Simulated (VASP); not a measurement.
# ScZn3 (Fm-3m) in VASP: a series of runs, part 2 of 2

VASP 6.6.1. Earlier steps stand in the parts before.

## Step 3: Single point, LDA

The input, INCAR:

```
SYSTEM = ScZn3
PREC = Accurate ; ENCUT = 520
EDIFF = 1E-6 ; ISMEAR = -1
SIGMA = 0.05 ; LREAL = .FALSE.
LASPH = .TRUE. ; NELM = 60
ALGO = Normal ; ISIF = 2
LWAVE = .FALSE. ; LCHARG = .FALSE.
GGA = CA ; NBANDS = 32
```

The input, KPOINTS:

```
Automatic mesh
0
G
  6 6 6
  0 0 0
```

The input, POSCAR:

```
ScZn3
1.0
    0.0000000000      3.1563900000      3.1563900000
    3.1563900000      0.0000000000      3.1563900000
    3.1563900000      3.1563900000      0.0000000000
Sc Zn
1 3
Direct
    0.0000000000      0.0000000000      0.0000000000
    0.2500000000      0.2500000000      0.2500000000
    0.7500000000      0.7500000000      0.7500000000
    0.5000000000      0.5000000000      0.5000000000
```

Potentials or basis: VASP PAW LDA potentials, release 64 (Sc_sv, Zn).

Started as:

```sh
> cat potpaw_LDA.64/Sc_sv/POTCAR potpaw_LDA.64/Zn/POTCAR > POTCAR
> mpirun -np 1 vasp_std > vasp.out
```

OUTCAR:

```text
SYSTEM = ScZn3
   PREC = Accurate
   ENCUT = 520
   EDIFF = 1E-6
   ISMEAR = -1
   LREAL = .FALSE.
   LASPH = .TRUE.
   NELM = 60
   ISIF = 2
   GGA = CA

 ion  position               nearest neighbor table
   1  0.000  0.000  0.000-   3 2.73   3 2.73   3 2.73   2 2.73   3 2.73   2 2.73   2 2.73   2 2.73
                             4 3.16   4 3.16   4 3.16   4 3.16   4 3.16   4 3.16
   2  0.250  0.250  0.250-   1 2.73   1 2.73   1 2.73   1 2.73   4 2.73   4 2.73   4 2.73   4 2.73

   3  0.750  0.750  0.750-   4 2.73   4 2.73   4 2.73   1 2.73   4 2.73   1 2.73   1 2.73   1 2.73

   4  0.500  0.500  0.500-   2 2.73   2 2.73   2 2.73   2 2.73   3 2.73   3 2.73   3 2.73   3 2.73
                             1 3.16   1 3.16   1 3.16   1 3.16   1 3.16   1 3.16

  LATTYP: Found a face centered cubic cell.
 ALAT       =     6.3127800000

  Lattice vectors:

 A1 = (   0.0000000000,   3.1563900000,   3.1563900000)
 A2 = (   3.1563900000,   0.0000000000,   3.1563900000)
 A3 = (   3.1563900000,   3.1563900000,   0.0000000000)

Analysis of symmetry for initial positions (statically):
=====================================================================
 Subroutine PRICEL returns:
 Original cell was already a primitive cell.

 Routine SETGRP: Setting up the symmetry group for a
 face centered cubic supercell.

 Subroutine GETGRP returns: Found 48 space group operations
[... 9 lines left out ...]

 Routine SETGRP: Setting up the symmetry group for a
 face centered cubic supercell.

 Subroutine GETGRP returns: Found 48 space group operations
[... 11 lines left out ...]
                                     Primitive cell

  volume of cell :      62.8930

  direct lattice vectors                    reciprocal lattice vectors
     0.000000000  3.156390000  3.156390000    -0.158408815  0.158408815  0.158408815
     3.156390000  0.000000000  3.156390000     0.158408815 -0.158408815  0.158408815
     3.156390000  3.156390000  0.000000000     0.158408815  0.158408815 -0.158408815

  length of vectors
     4.463809546  4.463809546  4.463809546     0.274372116  0.274372116  0.274372116

  position of ions in fractional coordinates (direct lattice)
     0.000000000  0.000000000  0.000000000
     0.250000000  0.250000000  0.250000000
     0.750000000  0.750000000  0.750000000
     0.500000000  0.500000000  0.500000000

  ion indices of the primitive-cell ions
   primitive index   ion index
                 1           1
                 2           2
                 3           3
                 4           4

----------------------------------------------------------------------------------------

 KPOINTS: Automatic mesh

Automatic generation of k-mesh.
 Grid dimensions read from file:
 generate k-points for:    6    6    6

 Generating k-lattice:

  Cartesian coordinates                     Fractional coordinates (reciprocal lattice)
    -0.026401469  0.026401469  0.026401469     0.166666667  0.000000000  0.000000000
     0.026401469 -0.026401469  0.026401469     0.000000000  0.166666667  0.000000000
     0.026401469  0.026401469 -0.026401469     0.000000000  0.000000000  0.166666667

  Length of vectors
     0.045728686  0.045728686  0.045728686

  Shift w.r.t. Gamma in fractional coordinates (k-lattice)
     0.000000000  0.000000000  0.000000000

 Subroutine IBZKPT returns following result:
 ===========================================

 Found     16 irreducible k-points:

 Following reciprocal coordinates:
            Coordinates               Weight
  0.000000  0.000000  0.000000      1.000000
  0.166667  0.000000  0.000000      8.000000
  0.333333  0.000000  0.000000      8.000000
  0.500000  0.000000  0.000000      4.000000
  0.166667  0.166667  0.000000      6.000000
  0.333333  0.166667  0.000000     24.000000
[... 8 lines left out ...]
 -0.333333  0.333333  0.166667     24.000000
 -0.333333  0.500000  0.166667     12.000000
   k-points           NKPTS =     16   k-points in BZ     NKDIM =     16   number of bands    NBANDS=     32
   number of dos      NEDOS =    301   number of ions     NIONS =      4
   total plane-waves  NPLWV =  46656
   dimension x,y,z NGX =    36 NGY =   36 NGZ =   36
   dimension x,y,z NGXF=    72 NGYF=   72 NGZF=   72
   ions per type =               1   3
   NGX,Y,Z   is equivalent  to a cutoff of  13.41, 13.41, 13.41 a.u.
   NGXF,Y,Z  is equivalent  to a cutoff of  26.82, 26.82, 26.82 a.u.
 SYSTEM =  ScZn3
   PREC   = accura    normal or accurate (medium, high low for compatibility)
   ISTART =      0    job   : 0-new  1-cont  2-samecut
   ICHARG =      2    charge: 1-file 2-atom 10-const
   ISPIN  =      1    spin polarized calculation?
   LNONCOLLINEAR =      F non collinear calculations
   LSORBIT =      F    spin-orbit coupling
   LASPH  =      T    aspherical Exc in radial PAW
   ENCUT  =  520.0 eV  38.22 Ry    6.18 a.u.   8.30  8.30  8.30*2*pi/ulx,y,z
   NELM   =     60;   NELMIN=  2; NELMDL= -5     # of ELM steps
   EDIFF  = 0.1E-05   stopping-criterion for ELM
   LREAL  =      F    real-space projection
   EDIFFG = 0.1E-04   stopping-criterion for IOM
   NSW    =      0    number of steps for IOM
   IBRION =     -1    ionic relax: 0-MD 1-quasi-New 2-CG
   NFREE  =      0    steps in history (QN), initial steepest desc. (CG)
   ISIF   =      2    stress and relaxation
   ISYM   =      2    0-nonsym 1-usesym 2-fastsym
   POTIM  = 0.5000    time-step for ionic-motion
   TEBEG  =    0.0;   TEEND  =   0.0 temperature during run
   PSTRESS=    0.0 pullay stress
   NELECT =      47.0000    total number of electrons
   NUPDOWN=      -1.0000    fix difference up-down
   EMIN   =  10.00;   EMAX   =-10.00  energy-range for DOS
   EFERMI =   0.00;   METHOD = LEGACY
   ISMEAR =    -1;   SIGMA  =   0.05  broadening in eV -4-tet -1-fermi 0-gaus
   EFERMI_NEDOS =   21; number of points for ismear=-14 and -15
   IALGO  =     38    algorithm
   IMIX   =      4    mixing-type and parameters
     AMIX     =   0.40;   BMIX     =  1.00
     AMIX_MAG =   1.60;   BMIX_MAG =  1.00
  volume/ion in A,a.u.               =      15.72       106.11
  Fermi-wavevector in a.u.,A,eV,Ry     =   1.485617  2.807409 30.028836  2.207057
  Thomas-Fermi vector in A             =   2.599006
   LORBIT       =      0    0 simple, 1 ext, 2 COOP (PROOUT), +10 PAW based schemes
   GGA     = CA    functional components
   LHFCALC =     F    Hartree Fock is set to
   AEXX    =    0.0000 exact exchange contribution
   IVDW    =     0    specifies the selected vdW correction
   LEPSILON=     F    determine dielectric tensor
   LRPA    =     F    only Hartree local field effects (RPA)
 non-spin polarized calculation
  energy-cutoff  :      520.00
  volume of cell :       62.89
 maximum number of plane-waves:      1711
 NGX is ok and might be reduce to    36
   NGX = 17   NGY = 17   NGZ = 17

 number of electron      46.9999958 magnetization

 Free energy of the ion-electron system (eV)
  ---------------------------------------------------
  ext. energy  EPLUGINS =         0.00000000
  ---------------------------------------------------
  free energy    TOTEN  =       -13.61062458 eV

  energy without entropy =      -13.59481019  energy(sigma->0) =      -13.60271738

 E-fermi :   3.7063     XC(G=0): -11.8530

 val. band max:        3.6616901433   @ k =   0.5000   0.3333   0.1667
 cond. band min:       3.7163321205   @ k =  -0.1667   0.1667   0.0000
 fundamental gap:      0.0546419771
 Fermi energy:         3.7063237808

 k-point     1 :       0.0000    0.0000    0.0000
  band No.  band energies     occupation
      1     -45.1719      2.00000
      2     -24.1996      2.00000
      3     -24.1996      2.00000
      4     -24.1996      2.00000
      5      -5.7010      2.00000
      6      -4.3507      2.00000
[... 24 lines left out ...]
     31      10.0539      0.00000
     32      10.0539      0.00000

 k-point     2 :       0.1667    0.0000    0.0000
  band No.  band energies     occupation
      1     -45.1716      2.00000
      2     -24.2050      2.00000
      3     -24.2003      2.00000
      4     -24.2003      2.00000
      5      -5.3681      2.00000
      6      -4.2927      2.00000
[... 24 lines left out ...]
     31       8.9208      0.00000
     32       8.9208      0.00000
[... 453 lines left out ...]
     31      10.5873      0.00000
     32      11.2656      0.00000

 k-point    16 :      -0.3333    0.5000    0.1667
  band No.  band energies     occupation
      1     -45.1704      2.00000
      2     -24.2171      2.00000
      3     -24.2100      2.00000
      4     -24.2068      2.00000
      5      -4.3197      2.00000
      6      -4.2997      2.00000
[... 24 lines left out ...]
     31      10.5616      0.00000
     32      11.8031      0.00000

------------------------ aborting loop because EDIFF is reached ----------------------------------------

  FORCE on cell =-STRESS in cart. coord.  units (eV):
  Direction    XX          YY          ZZ          XY          YZ          ZX
  --------------------------------------------------------------------------------------
  -------------------------------------------------------------------------------------
  Total       -2.2432764     -2.2432764     -2.2432764      0.0000000      0.0000000     -0.0000000
  in kB      -57.1467330    -57.1467330    -57.1467330      0.0000000      0.0000000     -0.0000000
  external PRESSURE =     -57.1467330 kB  Pullay stress =       0.0000000 kB

 VOLUME and BASIS-vectors are now :
 -----------------------------------------------------------------------------
  energy-cutoff  :      520.00
  volume of cell :       62.89
      direct lattice vectors                 reciprocal lattice vectors
     0.000000000  3.156390000  3.156390000    -0.158408815  0.158408815  0.158408815
     3.156390000  0.000000000  3.156390000     0.158408815 -0.158408815  0.158408815
     3.156390000  3.156390000  0.000000000     0.158408815  0.158408815 -0.158408815

 POSITION                                       TOTAL-FORCE (eV/Angst)
 -----------------------------------------------------------------------------------
      0.00000      0.00000      0.00000         0.000000      0.000000      0.000000
      1.57820      1.57820      1.57820        -0.000000     -0.000000      0.000000
      4.73459      4.73459      4.73459         0.000000      0.000000     -0.000000
      3.15639      3.15639      3.15639         0.000000      0.000000      0.000000
 -----------------------------------------------------------------------------------
    total drift:                                0.000000      0.000000      0.000000

  FREE ENERGIE OF THE ION-ELECTRON SYSTEM (eV)
  ---------------------------------------------------
  free  energy   TOTEN  =       -13.6106245812 eV

  energy  without entropy=      -13.5948101861  energy(sigma->0) =      -13.60271738
```

stdout:

```text
POSCAR found type information on POSCAR ScZn
 POSCAR found :  2 types and       4 ions
 scaLAPACK will be used
 LDA part: xc-table for (Slater(with rela. corr.)+CA(PZ))
 , standard interpolation
 POSCAR, INCAR and KPOINTS ok, starting setup
 FFT: planning ... GRIDC
 FFT: planning ... GRID_SOFT
 FFT: planning ... GRID
 WAVECAR not read
 entering main loop
```

Wall time 14 s (1 thread of Intel Xeon 6975P-C (Granite Rapids), shared host); peak memory 0.18 GiB.

What came out:

```
Free energy : -13.6106 eV
Pressure    : -5.7 GPa
```

Levels at points of the mesh, in eV from the Fermi level:
```tsv
k point	band 21	band 22	band 23	band 24	band 25	band 26
(0.00, 0.00, 0.00)	-0.78	-0.78	-0.78	1.47	1.57	1.57
(0.50, 0.00, 0.00)	-6.03	-1.12	-1.12	1.16	1.18	1.63
(0.50, 0.50, 0.00)	-5.20	-2.79	-1.65	-1.65	1.36	1.62
```

## Step 4: Single point, LDA

The input, INCAR:

```
SYSTEM = ScZn3
PREC = Accurate
ENCUT = 520
EDIFF = 1E-6
ISMEAR = -1
SIGMA = 0.025
LREAL = .False.
LASPH = .True.
NELM = 80
ALGO = Normal
ISIF = 2
LWAVE = .False.
LCHARG = .False.
NBANDS = 32
```

The input, KPOINTS:

```
Automatic mesh
0
Gamma
  6 6 6
  0 0 0
```

POSCAR is that of step 3.

Potentials or basis: VASP PAW LDA potentials, release 64 (Sc_sv, Zn).

Started as:

```sh
> cat potpaw_LDA.64/Sc_sv/POTCAR potpaw_LDA.64/Zn/POTCAR > POTCAR
> mpirun -np 1 vasp_std > vasp.out
```

OUTCAR:

```text
SYSTEM = ScZn3
   PREC = Accurate
   ENCUT = 520
   EDIFF = 1E-6
   ISMEAR = -1
   LREAL = .False.
   LASPH = .True.
   NELM = 80
   ISIF = 2

 ion  position               nearest neighbor table
   1  0.000  0.000  0.000-   3 2.73   3 2.73   3 2.73   2 2.73   3 2.73   2 2.73   2 2.73   2 2.73
                             4 3.16   4 3.16   4 3.16   4 3.16   4 3.16   4 3.16
   2  0.250  0.250  0.250-   1 2.73   1 2.73   1 2.73   1 2.73   4 2.73   4 2.73   4 2.73   4 2.73

[... 752 lines left out ...]
  FORCE on cell =-STRESS in cart. coord.  units (eV):
  Direction    XX          YY          ZZ          XY          YZ          ZX
  --------------------------------------------------------------------------------------
  -------------------------------------------------------------------------------------
  Total       -2.2398214     -2.2398214     -2.2398214      0.0000000      0.0000000      0.0000000
  in kB      -57.0587175    -57.0587175    -57.0587175      0.0000000      0.0000000      0.0000000
  external PRESSURE =     -57.0587175 kB  Pullay stress =       0.0000000 kB

 VOLUME and BASIS-vectors are now :
 -----------------------------------------------------------------------------
  energy-cutoff  :      520.00
  volume of cell :       62.89
      direct lattice vectors                 reciprocal lattice vectors
     0.000000000  3.156390000  3.156390000    -0.158408815  0.158408815  0.158408815
     3.156390000  0.000000000  3.156390000     0.158408815 -0.158408815  0.158408815
     3.156390000  3.156390000  0.000000000     0.158408815  0.158408815 -0.158408815

 POSITION                                       TOTAL-FORCE (eV/Angst)
 -----------------------------------------------------------------------------------
      0.00000      0.00000      0.00000        -0.000000     -0.000000      0.000000
      1.57820      1.57820      1.57820         0.000000      0.000000      0.000000
      4.73459      4.73459      4.73459        -0.000000     -0.000000     -0.000000
      3.15639      3.15639      3.15639        -0.000000     -0.000000      0.000000
 -----------------------------------------------------------------------------------
    total drift:                                0.000000      0.000000      0.000000

  FREE ENERGIE OF THE ION-ELECTRON SYSTEM (eV)
  ---------------------------------------------------
  free  energy   TOTEN  =       -13.6040017866 eV

  energy  without entropy=      -13.5986706191  energy(sigma->0) =      -13.60133620
```

stdout:

```text
POSCAR found type information on POSCAR ScZn
 POSCAR found :  2 types and       4 ions
 scaLAPACK will be used
 LDA part: xc-table for (Slater(with rela. corr.)+CA(PZ))
 , standard interpolation
 POSCAR, INCAR and KPOINTS ok, starting setup
 FFT: planning ... GRIDC
 FFT: planning ... GRID_SOFT
 FFT: planning ... GRID
 WAVECAR not read
 entering main loop
```

Wall time 14 s (1 thread of Intel Xeon 6975P-C (Granite Rapids), shared host); peak memory 0.18 GiB.

Results:

```yaml
Free_energy: -13.6040 eV
Pressure: -5.7 GPa
```

## Step 5: The runs side by side

```tsv
smearing	gap on the mesh (eV)	pressure (GPa)
fermi-dirac 0.1 eV	none	-5.7
fermi-dirac 0.05 eV	none	-5.7
fermi-dirac 0.025 eV	none	-5.7
```

Alike in all rows: task single point; level LDA; potentials or basis VASP PAW LDA potentials, release 64 (Sc_sv, Zn); no spin polarisation; cell as given; k mesh 6 × 6 × 6; cutoff (eV) 520.

Every run on the cell as given and a fine mesh finds a metal.

Absolute energies hang on the potentials; compare differences alone.
